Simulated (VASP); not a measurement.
Set up this calculation in VASP 6.6.1, as the native input.

| Property | Result |
| --- | --- |
| Task | single point |
| Functional | PBEsol |
| Dispersion | D4 |
| Potentials or basis | VASP PAW PBE potentials, release 64 (S, C) |
| Cutoff | 520 eV |
| k mesh | 6 × 6 × 3 |
| Occupations | fermi-dirac, width 0.05 eV |
| Spin | no spin polarisation |
| Dipole correction | no |
| Further INCAR settings | ALGO = Normal; EDIFF = 1e-06; NBANDS = 25 |

The structure of CS2 lies in POSCAR:

```
CS2
1.0
    2.9347121199     -2.6362571631      0.0000000000
    2.9347121199      2.6362571631      0.0000000000
    0.0000000000      0.0000000000      9.0951055604
S C
4 2
Direct
    0.1949538073      0.8050461927      0.8711606751
    0.3050461927      0.6949538073      0.3711606751
    0.6949538073      0.3050461927      0.6288393249
    0.8050461927      0.1949538073      0.1288393249
    0.5000000000      0.5000000000      0.5000000000
    0.0000000000      0.0000000000      0.0000000000
```

The input as run:

INCAR

```
SYSTEM = CS2
  ALGO = Normal
  EDIFF = 1E-6
  ENCUT = 520
  GGA = PS
  ISIF = 2
  ISMEAR = -1
  IVDW = 13
  LASPH = .True.
  LCHARG = .False.
  LREAL = .False.
  LWAVE = .False.
  NBANDS = 25
  NELM = 80
  PREC = Accurate
  SIGMA = 0.05
```

KPOINTS

```
k-points
0
Gamma
  6 6 3
  0 0 0
```

Potentials or basis: VASP PAW PBE potentials, release 64 (S, C).

The run is started by

```console
$ cat potpaw_PBE.64/S/POTCAR potpaw_PBE.64/C/POTCAR > POTCAR
$ mpirun -np 1 vasp_std > vasp.out
```

Results of the run:

```
Pressure                   : -0.6 GPa
Largest force              : 0.224 eV/Å
Band gap on the k mesh     : 2.56 eV, indirect (least direct gap 2.59 eV)
Dispersion energy per atom : -0.112 eV
```

Caveat: the PAW data sets were made with another functional, which shifts forces and pressure a little.

It took 67 s on 1 thread of AMD EPYC 7R13 Processor (Zen 3), with other jobs on the host, peak memory 0.23 GiB.
